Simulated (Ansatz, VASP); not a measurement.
**Two plane-wave programs on ZrSiRu4**

INCAR

```
SYSTEM = ZrSiRu4
PREC = Accurate
ENCUT = 520
EDIFF = 1E-7
ISMEAR = 0
SIGMA = 0.1
LREAL = .FALSE.
LASPH = .TRUE.
NELM = 60
ALGO = Fast
ISIF = 2
LWAVE = .FALSE.
LCHARG = .FALSE.
GGA = PE
NBANDS = 45
```

KPOINTS

```
Automatic mesh
0
G
  4 4 4
  0 0 0
```

The input POSCAR:

```
ZrSiRu4
1.0
    3.7554224700      0.0000000000      0.0000000000
    0.0000000000      3.7554224700      0.0000000000
    0.0000000000      0.0000000000      5.3174050400
Zr Si Ru
1 1 4
Direct
    0.0000000000      0.0000000000      0.0000000000
    0.5000000000      0.5000000000      0.5000000000
    0.5000000000      0.0000000000      0.7458124800
    0.0000000000      0.5000000000      0.2541875200
    0.5000000000      0.0000000000      0.2541875200
    0.0000000000      0.5000000000      0.7458124800
```

Input for Ansatz:

```yaml
crystal:
  lattice:
    - [3.75542247, 0.0, 0.0]
    - [0.0, 3.75542247, 0.0]
    - [0.0, 0.0, 5.31740504]
  atoms:
    - { symbol: Zr, position: [0.0, 0.0, 0.0] }
    - { symbol: Si, position: [0.5, 0.5, 0.5] }
    - { symbol: Ru, position: [0.5, 0.0, 0.74581248] }
    - { symbol: Ru, position: [0.0, 0.5, 0.25418752] }
    - { symbol: Ru, position: [0.5, 0.0, 0.25418752] }
    - { symbol: Ru, position: [0.0, 0.5, 0.74581248] }
basis:
  ecutwfc: 420
kpoints:
  mp_grid: { grid: [4, 4, 4] }
hamiltonian:
  xc: pbe
scf:
  occupations: { method: gaussian, width: 0.1 }
  lower_state_search: "off"
output:
  forces: true
  stress: true
  eigenvalues: true
```

Change from the starting cell: species swapped into the GdYH4 type (P4/mmm, No. 123).

Alike in both runs: task single point; functional PBE; k mesh 4 × 4 × 4; occupations gaussian, width 0.1 eV; no spin polarisation.

|  | VASP | Ansatz |
| --- | --- | --- |
| version | VASP 6.6.1 | Ansatz 0.2.0 |
| potentials or method | VASP PAW PBE potentials, release 64 (Zr_sv, Si, Ru_pv), cutoff 520 eV | scalar-relativistic, plane waves, PAW |
| valence electrons in the cell | 72 | 80 |

```tsv
	VASP	Ansatz	Ansatz less VASP
gap on the k mesh at the Fermi level (eV)	none	none	-
rms of the force components (eV/Å)	1.167	1.122	-0.0448
```

Atom by atom the forces differ by 0.045 eV/Å (rms over components). A gap of «none» marks a metal or a gap that the smearing closes. VASP's potentials hold 72 valence electrons a cell and Ansatz's 80, so a difference there can come from the potentials and not from the codes.

The k mesh is coarse, so the values compare programs but aren't converged.
